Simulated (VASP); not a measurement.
Input of a VASP 6.6.1 run:

The input INCAR:

```
SYSTEM = SiC
  ALGO = Normal
  EDIFF = 1E-7
  ENCUT = 520
  GGA = PE
  ISIF = 2
  ISMEAR = -1
  LASPH = .TRUE.
  LCHARG = .FALSE.
  LREAL = .FALSE.
  LWAVE = .FALSE.
  NBANDS = 11
  NELM = 100
  PREC = Accurate
  SIGMA = 0.05
```

File KPOINTS:

```
k-points
0
G
  17 17 17
  0 0 0
```

File POSCAR:

```
SiC
1.0
    0.0000000000      1.7477369139      1.7477369139
    1.7477369139      0.0000000000      1.7477369139
    1.7477369139      1.7477369139      0.0000000000
Si C
1 1
Direct
    0.0000000000      0.0000000000      0.0000000000
    0.5000000000      0.5000000000      0.5000000000
```

Potentials or basis: VASP PAW PBE potentials, release 64 (Si, C).

Launch:

```sh
$ cat potpaw_PBE.64/Si/POTCAR potpaw_PBE.64/C/POTCAR > POTCAR
$ mpirun -np 1 vasp_std > vasp.out
```

Estimate the band gap on the k mesh.

0.07 eV, indirect (least direct gap 6.33 eV).

Estimate the pressure.

280.7 GPa.

 A k mesh can miss the band edges.
